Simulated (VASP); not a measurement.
A run of VASP 6.6.1 is set up as follows.

POSCAR

```
PbO
1.0
    3.5290965587      0.0000000000      0.0000000000
   -1.7645482794      3.0562872723      0.0000000000
    0.0000000000      0.0000000000      3.2614721264
Pb O
1 1
Direct
    0.0000000000      0.0000000000      0.0000000000
    0.6666666667      0.3333333333      0.5000000000
```

INCAR.step1

```
SYSTEM = PbO
PREC = Accurate ; ENCUT = 600
ISMEAR = 0 ; SIGMA = 0.05
LREAL = .FALSE. ; LASPH = .TRUE.
NELM = 100 ; GGA = PE
ALGO = Normal ; EDIFF = 1E-4
LWAVE = .TRUE. ; LCHARG = .FALSE.
```

File INCAR.step2:

```
SYSTEM = PbO
PREC = Accurate ; ENCUT = 600
EDIFF = 1E-6 ; ISMEAR = 0
SIGMA = 0.05 ; LREAL = .FALSE.
LASPH = .TRUE. ; NELM = 100
ALGO = Normal ; ISIF = 4
LWAVE = .FALSE. ; LCHARG = .FALSE.
METAGGA = R2SCAN ; LMIXTAU = .TRUE.
IBRION = 2 ; NSW = 60
EDIFFG = -0.01 ; ISTART = 1
```

Contents of KPOINTS:

```
regular mesh
0
G
  12 12 10
  0 0 0
```

Potentials or basis: VASP PAW PBE potentials, release 64 (Pb_d, O).

Command:

```sh
$ cat potpaw_PBE.64/Pb_d/POTCAR potpaw_PBE.64/O/POTCAR > POTCAR
$ cp INCAR.step1 INCAR
$ mpirun -np 1 vasp_std > vasp.out
$ cp INCAR.step2 INCAR
$ mpirun -np 1 vasp_std > vasp.out
```

Question: Predict the band gap on the k mesh.

Answer: 0.26 eV (least direct gap 0.36 eV).

Step by step:
```tsv
step	energy change (eV)	largest force (eV/Å)	pressure (GPa)	volume (Å³)
1	0.0000	0.0000	0.21	35.18
2	-0.0001	0.0000	0.16	35.18
```

Caveat: the PAW data sets were made with another functional, which shifts forces and pressure a little; spin-orbit coupling is left out, which moves the levels of the heavy elements. A k mesh can miss the band edges.
